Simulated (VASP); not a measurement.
# O2 in VASP: single point with LDA

Aim: the single point of O2 with LDA.

Program: VASP 6.6.1. These are calculated values, not measurements. Logs are shortened: lines on timing, memory, paths and dates and some standing lists are left out, and cuts for length are marked.

## 1. The cell of the first run

The cell holds a molecule in a box, 2 atoms: a = 9.000 Å, b = 9.500 Å, c = 10.000 Å, α = 90.00°, β = 90.00°, γ = 90.00°.

## 2. Single point, LDA, collinear spin, ferromagnetic start

The input, INCAR:

```
PREC     = Accurate       # precision mode
ENCUT    = 520            # plane-wave cutoff, eV
EDIFF    = 1E-6           # SCF threshold, eV
ISMEAR   = 1              # smearing method
SIGMA    = 0.05           # smearing width, eV
LREAL    = F              # projectors in reciprocal space
LASPH    = T              # aspherical terms in the spheres
NELM     = 150            # most SCF steps
ALGO     = Normal         # electronic algorithm
ISIF     = 2              # what is computed and relaxed
LWAVE    = F              # write WAVECAR
LCHARG   = T              # write CHGCAR
ISPIN    = 2              # spin polarisation
MAGMOM   = 1 1            # initial moments
LORBIT   = 11             # projections on sites
GGA      = CA             # functional
LELF     = T              # ELF
LVHAR    = T            
NBANDS   = 17             # bands
```

The input, KPOINTS:

```
regular mesh
0
Gamma
  1 1 1
```

The input, POSCAR:

```
O
1.0
    9.0000000000      0.0000000000      0.0000000000
    0.0000000000      9.5000000000      0.0000000000
    0.0000000000      0.0000000000     10.0000000000
O
2
Direct
    0.5000000000      0.5000000000      0.4400143791
    0.5000000000      0.5000000000      0.5599856209
```

Potentials or basis: VASP PAW LDA potentials, release 64 (O).

Run with:

```
cat potpaw_LDA.64/O/POTCAR > POTCAR
mpirun -np 1 vasp_gam > vasp.out
```

OUTCAR:

```text
PREC = Accurate
   ENCUT = 520
   EDIFF = 1E-6
   ISMEAR = 1
   LREAL = F
   LASPH = T
   NELM = 150
   ISIF = 2
   ISPIN = 2
   LORBIT = 11
   GGA = CA

 ion  position               nearest neighbor table
   1  0.500  0.500  0.440-   2 1.20
   2  0.500  0.500  0.560-   1 1.20

  LATTYP: Found a simple orthorhombic cell.
 ALAT       =     9.0000000000
 B/A-ratio  =     1.0555555556
 C/A-ratio  =     1.1111111111

  Lattice vectors:

 A1 = (   9.0000000000,   0.0000000000,   0.0000000000)
 A2 = (   0.0000000000,   9.5000000000,   0.0000000000)
 A3 = (   0.0000000000,   0.0000000000,  10.0000000000)

Analysis of symmetry for initial positions (statically):
=====================================================================
 Subroutine PRICEL returns:
 Original cell was already a primitive cell.

 Routine SETGRP: Setting up the symmetry group for a
 simple orthorhombic supercell.

 Subroutine GETGRP returns: Found  8 space group operations
 (whereof  8 operations were pure point group operations)
 out of a pool of  8 trial point group operations.

The static configuration has the point symmetry D_2h.

Analysis of symmetry for dynamics (positions and initial velocities):
=====================================================================
 Subroutine PRICEL returns:
 Original cell was already a primitive cell.

 Routine SETGRP: Setting up the symmetry group for a
 simple orthorhombic supercell.

 Subroutine GETGRP returns: Found  8 space group operations
 (whereof  8 operations were pure point group operations)
 out of a pool of  8 trial point group operations.

The dynamic configuration has the point symmetry D_2h.

Analysis of structural, dynamic, and magnetic symmetry:
=====================================================================
 Subroutine PRICEL returns:
 Original cell was already a primitive cell.

 Routine SETGRP: Setting up the symmetry group for a
 simple orthorhombic supercell.

 Subroutine GETGRP returns: Found  8 space group operations
 (whereof  8 operations were pure point group operations)
 out of a pool of  8 trial point group operations.

The overall configuration has the point symmetry D_2h.

 Subroutine INISYM returns: Found  8 space group operations
 (whereof  8 operations are pure point group operations),
 and found     1 'primitive' translations

----------------------------------------------------------------------------------------

                                     Primitive cell

  volume of cell :     855.0000

  direct lattice vectors                    reciprocal lattice vectors
     9.000000000  0.000000000  0.000000000     0.111111111  0.000000000  0.000000000
     0.000000000  9.500000000  0.000000000     0.000000000  0.105263158  0.000000000
     0.000000000  0.000000000 10.000000000     0.000000000  0.000000000  0.100000000

  length of vectors
     9.000000000  9.500000000 10.000000000     0.111111111  0.105263158  0.100000000

  position of ions in fractional coordinates (direct lattice)
     0.500000000  0.500000000  0.440014379
     0.500000000  0.500000000  0.559985621

  ion indices of the primitive-cell ions
   primitive index   ion index
                 1           1
                 2           2

----------------------------------------------------------------------------------------

 KPOINTS: regular mesh

Automatic generation of k-mesh.
 Grid dimensions read from file:
 generate k-points for:    1    1    1

 Generating k-lattice:

  Cartesian coordinates                     Fractional coordinates (reciprocal lattice)
     0.111111111  0.000000000  0.000000000     1.000000000  0.000000000  0.000000000
     0.000000000  0.105263158  0.000000000     0.000000000  1.000000000  0.000000000
     0.000000000  0.000000000  0.100000000     0.000000000  0.000000000  1.000000000

  Length of vectors
     0.111111111  0.105263158  0.100000000

  Shift w.r.t. Gamma in fractional coordinates (k-lattice)
     0.000000000  0.000000000  0.000000000

 Subroutine IBZKPT returns following result:
 ===========================================

 Found      1 irreducible k-points:

 Following reciprocal coordinates:
            Coordinates               Weight
  0.000000  0.000000  0.000000      1.000000
   k-points           NKPTS =      1   k-points in BZ     NKDIM =      1   number of bands    NBANDS=     17
   number of dos      NEDOS =    301   number of ions     NIONS =      2
   total plane-waves  NPLWV = 403200
   dimension x,y,z NGX =    70 NGY =   72 NGZ =   80
   dimension x,y,z NGXF=   140 NGYF=  144 NGZF=  160
   ions per type =               2
   NGX,Y,Z   is equivalent  to a cutoff of  12.93, 12.60, 13.30 a.u.
   NGXF,Y,Z  is equivalent  to a cutoff of  25.86, 25.20, 26.60 a.u.
 SYSTEM =  unknown system
   PREC   = accura    normal or accurate (medium, high low for compatibility)
   ISTART =      0    job   : 0-new  1-cont  2-samecut
   ICHARG =      2    charge: 1-file 2-atom 10-const
   ISPIN  =      2    spin polarized calculation?
   LNONCOLLINEAR =      F non collinear calculations
   LSORBIT =      F    spin-orbit coupling
   LASPH  =      T    aspherical Exc in radial PAW
   ENCUT  =  520.0 eV  38.22 Ry    6.18 a.u.  16.73 17.66 18.59*2*pi/ulx,y,z
   NELM   =    150;   NELMIN=  2; NELMDL= -5     # of ELM steps
   EDIFF  = 0.1E-05   stopping-criterion for ELM
   LREAL  =      F    real-space projection
   EDIFFG = 0.1E-04   stopping-criterion for IOM
   NSW    =      0    number of steps for IOM
   IBRION =     -1    ionic relax: 0-MD 1-quasi-New 2-CG
   NFREE  =      0    steps in history (QN), initial steepest desc. (CG)
   ISIF   =      2    stress and relaxation
   ISYM   =      2    0-nonsym 1-usesym 2-fastsym
   POTIM  = 0.5000    time-step for ionic-motion
   TEBEG  =    0.0;   TEEND  =   0.0 temperature during run
   PSTRESS=    0.0 pullay stress
   NELECT =      12.0000    total number of electrons
   NUPDOWN=      -1.0000    fix difference up-down
   EMIN   =  10.00;   EMAX   =-10.00  energy-range for DOS
   EFERMI =   0.00;   METHOD = LEGACY
   ISMEAR =     1;   SIGMA  =   0.05  broadening in eV -4-tet -1-fermi 0-gaus
   EFERMI_NEDOS =   21; number of points for ismear=-14 and -15
   IALGO  =     38    algorithm
   IMIX   =      4    mixing-type and parameters
     AMIX     =   0.40;   BMIX     =  1.00
     AMIX_MAG =   1.60;   BMIX_MAG =  1.00
  volume/ion in A,a.u.               =     427.50      2884.91
  Fermi-wavevector in a.u.,A,eV,Ry     =   0.394893  0.746240  2.121703  0.155941
  Thomas-Fermi vector in A             =   1.339966
   LORBIT       =     11    0 simple, 1 ext, 2 COOP (PROOUT), +10 PAW based schemes
   GGA     = CA    functional components
   LHFCALC =     F    Hartree Fock is set to
   AEXX    =    0.0000 exact exchange contribution
   IVDW    =     0    specifies the selected vdW correction
   LEPSILON=     F    determine dielectric tensor
   LRPA    =     F    only Hartree local field effects (RPA)
 spin polarized calculation
 Methfessel and Paxton  Order N= 1 SIGMA  =   0.05
  energy-cutoff  :      520.00
  volume of cell :      855.00
 maximum number of plane-waves:     11510
 NGX is ok and might be reduce to    70
   NGX = 33   NGY = 35   NGZ = 37

 number of electron      12.0000002 magnetization       2.0000000

 Free energy of the ion-electron system (eV)
  ---------------------------------------------------
  ext. energy  EPLUGINS =         0.00000000
  ---------------------------------------------------
  free energy    TOTEN  =       -10.45461140 eV

  energy without entropy =      -10.45751035  energy(sigma->0) =      -10.45557772

 E-fermi :  -6.6348     XC(G=0):  -0.6149

 val. band max:       -6.6768948242   @ k =   0.0000   0.0000   0.0000
 cond. band min:      -4.7118085093   @ k =   0.0000   0.0000   0.0000
 fundamental gap:      1.9650863149
 Fermi energy:        -6.6348059274

 spin component 1

 k-point     1 :       0.0000    0.0000    0.0000
  band No.  band energies     occupation
      1     -33.1529      1.00000
      2     -20.0279      1.00000
      3     -13.6474      1.00000
      4     -13.6474      1.00000
      5     -13.6304      1.00000
      6      -6.6769      1.00002
[... 9 lines left out ...]
     16       2.8950      0.00000
     17       2.9077      0.00000
 Fermi energy:        -6.6348059274

 spin component 2

 k-point     1 :       0.0000    0.0000    0.0000
  band No.  band energies     occupation
      1     -31.9356      1.00000
      2     -18.4082      1.00000
      3     -12.5343      1.00000
      4     -12.0018      1.00000
      5     -12.0018      1.00000
      6      -4.7118      0.00000
[... 9 lines left out ...]
     16       2.9466      0.00000
     17       2.9516      0.00000

------------------------ aborting loop because EDIFF is reached ----------------------------------------

  FORCE on cell =-STRESS in cart. coord.  units (eV):
  Direction    XX          YY          ZZ          XY          YZ          ZX
  --------------------------------------------------------------------------------------
  -------------------------------------------------------------------------------------
  Total       -0.0684605     -0.0683636      2.0713645      0.0000000      0.0000000      0.0000000
  in kB       -0.1282876     -0.1281060      3.8815126      0.0000000      0.0000000      0.0000000
  external PRESSURE =       1.2083730 kB  Pullay stress =       0.0000000 kB

 VOLUME and BASIS-vectors are now :
 -----------------------------------------------------------------------------
  energy-cutoff  :      520.00
  volume of cell :      855.00
      direct lattice vectors                 reciprocal lattice vectors
     9.000000000  0.000000000  0.000000000     0.111111111  0.000000000  0.000000000
     0.000000000  9.500000000  0.000000000     0.000000000  0.105263158  0.000000000
     0.000000000  0.000000000 10.000000000     0.000000000  0.000000000  0.100000000

 POSITION                                       TOTAL-FORCE (eV/Angst)
 -----------------------------------------------------------------------------------
      4.50000      4.75000      4.40014         0.000000      0.000000     -1.795027
      4.50000      4.75000      5.59986         0.000000      0.000000      1.795027
 -----------------------------------------------------------------------------------
    total drift:                                0.000000      0.000000     -0.000000

  FREE ENERGIE OF THE ION-ELECTRON SYSTEM (eV)
  ---------------------------------------------------
  free  energy   TOTEN  =       -10.4546114016 eV

  energy  without entropy=      -10.4575103544  energy(sigma->0) =      -10.45557772

 total charge

# of ion       s       p       d       tot
------------------------------------------
    1        1.602   3.322   0.000   4.924
    2        1.602   3.322   0.000   4.924
--------------------------------------------------
tot          3.205   6.643   0.000   9.848

 magnetization (x)

# of ion       s       p       d       tot
------------------------------------------
    1        0.008   0.795   0.000   0.803
    2        0.008   0.795   0.000   0.803
--------------------------------------------------
tot          0.016   1.590   0.000   1.606
```

Run time: 45 s. Hardware: 1 thread of Intel Xeon 6975P-C (Granite Rapids), shared host; peak memory 0.64 GiB.

Results:

```yaml
Free_energy: -10.4546 eV
Largest_force: 1.795 eV/Å
Gap_between_the_frontier_levels: 1.97 eV
Net_moment: 2.00 μB per cell
Site_moments: O +0.80 μB
Valence_electrons_inside_the_program's_atomic_spheres: O 4.92
```

Forces on the atoms (eV/Å):
```
O    0.000  0.000 -1.795
O    0.000  0.000  1.795
```

Levels at points of the mesh, in eV from the valence-band top:
Spin up:
| k point | band 5 | band 6 | band 7 | band 8 | band 9 | band 10 |
| --- | --- | --- | --- | --- | --- | --- |
| (0.00, 0.00, 0.00) | -6.95 | 0.00 | 0.00 | 6.45 | 7.70 | 7.97 |
Spin down:
| k point | band 2 | band 3 | band 4 | band 5 | band 6 | band 7 | band 8 | band 9 |
| --- | --- | --- | --- | --- | --- | --- | --- | --- |
| (0.00, 0.00, 0.00) | -11.73 | -5.86 | -5.32 | -5.32 | 1.97 | 1.97 | 6.50 | 7.82 |

Caveat: the standard files for N, O and F lose accuracy on very short bonds.
